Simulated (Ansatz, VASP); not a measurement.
**One calculation of Ca2Si, two programs**

```
Ca Si
1.0
     0.00000    3.41996    3.66526
     3.41996    0.00000    3.66526
     3.41996    3.41996    0.00000
Ca Si
2 1
Cartesian
  5.1299 5.1299 5.3273
  1.7100 1.7100 2.0032
  0.0000 0.0000 0.0000
```

Change from the starting cell: mode 6 frozen in at -0.163 Å, strain +e along z and -e/2 along x and y +0.0467.

Alike in both runs: task single point; functional LDA; k mesh 8 × 8 × 8; occupations gaussian, width 0.05 eV; no spin polarisation.

```csv
,VASP,Ansatz
version,VASP 6.6.1,Ansatz 0.2.0
potentials or method,"VASP PAW LDA potentials, release 64 (Ca_sv, Si), cutoff 520 eV","scalar-relativistic, plane waves, PAW"
valence electrons in the cell,24,24
```

|  | VASP | Ansatz | Ansatz less VASP |
| --- | --- | --- | --- |
| gap on the k mesh at the Fermi level (eV) | none | none | - |
| pressure (GPa) | 0.6 | 0.5 | -0.12 |
| traceless stress, the component that is largest in VASP (GPa) | -2.52 | -2.53 | -0.007 |
| rms of the force components (eV/Å) | 0.358 | 0.356 | -0.0025 |

LDA's correlation is that of Perdew and Zunger in VASP and of Perdew and Wang (1992) in Ansatz. Atom by atom the forces differ by 0.003 eV/Å (rms over components). A gap of «none» marks a metal or a gap that the smearing closes.
